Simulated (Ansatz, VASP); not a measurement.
## ScAl3N4: VASP beside Ansatz

```
Sc Al N
1.0
    -3.20529    0.00000    0.00000
     0.00000    5.59697    0.00029
     1.60264   -2.79874   -5.05974
Sc Al N
1 3 4
Direct
  0.01628 0.34789 0.03257
  0.51326 0.84840 0.02652
  0.76511 0.42973 0.53021
  0.26085 0.92996 0.52170
  0.79077 0.12257 0.58153
  0.29409 0.62936 0.58818
  0.55079 0.20550 0.10159
  0.04485 0.72259 0.08969
```

Change from the starting cell: polar distortion scaled by 0.55.

Alike in both runs: task single point; functional r2SCAN; k mesh 10 × 10 × 10; no spin polarisation.

```csv
,VASP,Ansatz
version,VASP 6.6.1,Ansatz 0.2.0
potentials or method,"VASP PAW PBE potentials, release 64 (Sc_sv, Al, N), cutoff 520 eV","scalar-relativistic, plane waves, PAW"
occupations,"gaussian, width 0.01 eV",fixed
valence electrons in the cell,40,40
```

Ansatz gave:

```
gap on the k mesh at the Fermi level (eV)                     : 3.44
least direct gap on the mesh (eV)                             : 3.44
pressure (GPa)                                                : 3.2
traceless stress, the component that is largest in VASP (GPa) : -15.11
rms of the force components (eV/Å)                            : 0.905
```

**Question.** What did VASP give for the same quantities?

**Answer.** gap on the k mesh at the Fermi level (eV): 3.47; least direct gap on the mesh (eV): 3.47; pressure (GPa): 3.5; traceless stress, the component that is largest in VASP (GPa): -15.53; rms of the force components (eV/Å): 0.943.

VASP's potentials were made for PBE, not for r2SCAN. Atom by atom the forces differ by 0.046 eV/Å (rms over components).
